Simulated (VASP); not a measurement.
Input of a VASP 6.6.1 run:

POSCAR

```
CsH
1.0
    3.3792800000      3.3792800000      0.0000000000
   -3.3792800000      3.3792800000      0.0000000000
    0.0000000000      0.0000000000      6.7585600000
Cs H
2 2
Direct
    0.0000000000      0.0000000000      0.0000000000
    0.5000000000      0.5000000000      0.5000000000
    0.5000000000      0.5000000000      0.0000000000
    0.0000000000      0.0000000000      0.5000000000
```

The input INCAR.step1:

```
SYSTEM = CsH
PREC = Accurate ; ENCUT = 520
ISMEAR = 0 ; SIGMA = 0.02
LREAL = .FALSE. ; LASPH = .TRUE.
NELM = 80 ; NBANDS = 18
GGA = PE ; ALGO = Normal
EDIFF = 1E-4 ; LWAVE = .TRUE.
LCHARG = .FALSE.
```

The input INCAR.step2:

```
SYSTEM = CsH
PREC = Accurate ; ENCUT = 520
EDIFF = 1E-6 ; ISMEAR = 0
SIGMA = 0.02 ; LREAL = .FALSE.
LASPH = .TRUE. ; NELM = 80
ALGO = Normal ; ISIF = 2
LWAVE = .FALSE. ; LCHARG = .FALSE.
METAGGA = R2SCAN ; LMIXTAU = .TRUE.
NBANDS = 18 ; ISTART = 1
```

Contents of KPOINTS:

```
regular mesh
0
G
  6 6 4
  0 0 0
```

Potentials or basis: VASP PAW PBE potentials, release 64 (Cs_sv, H).

Run with:

```sh
$ cat potpaw_PBE.64/Cs_sv/POTCAR potpaw_PBE.64/H/POTCAR > POTCAR
$ cp INCAR.step1 INCAR
$ mpirun -np 1 vasp_std > vasp.out
$ cp INCAR.step2 INCAR
$ mpirun -np 1 vasp_std > vasp.out
```

(1) Predict the band gap on the k mesh.

(2) What does it give for the pressure?

## Answers

(1) 2.81 eV.

(2) -1.2 GPa.

Caveat: the PAW data sets were made with another functional, which shifts forces and pressure a little; spin-orbit coupling is left out, which moves the levels of the heavy elements.
